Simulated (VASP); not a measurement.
Crystal: Ge.

```
CELL_PARAMETERS angstrom
1.42455 -2.65152 0.00000
1.42455 2.65152 0.00000
0.00000 0.00000 2.75115
ATOMIC_POSITIONS crystal
Ge 0.50000 0.50000 0.00000
```

This cell differs from its parent crystal: volume scaled by 1.06.

Base run:

```yaml
Program: VASP 6.6.1
Functional: PBEsol
Potentials_or_basis: VASP PAW PBE potentials, release 64 (Ge_d)
Cutoff: 520 eV
k_mesh: 11 × 11 × 10
Occupations: fermi-dirac, width 0.05 eV
Spin: no spin polarisation
```

Its results: band gap on the k mesh zero (band 7 reaches 11.82 eV, above the bottom of band 8 at 3.27 eV); pressure -7.1 GPa.

The run is repeated on the same cell with these changes: functional from PBEsol to LDA; potentials or basis from VASP PAW PBE potentials, release 64 (Ge_d) to VASP PAW LDA potentials, release 64 (Ge_d). What comes out?

Band gap on the k mesh zero (band 7 reaches 11.63 eV, above the bottom of band 8 at 3.16 eV); pressure -8.3 GPa.

Caveats: the PAW data sets were made with another functional, which shifts forces and pressure a little (some runs).
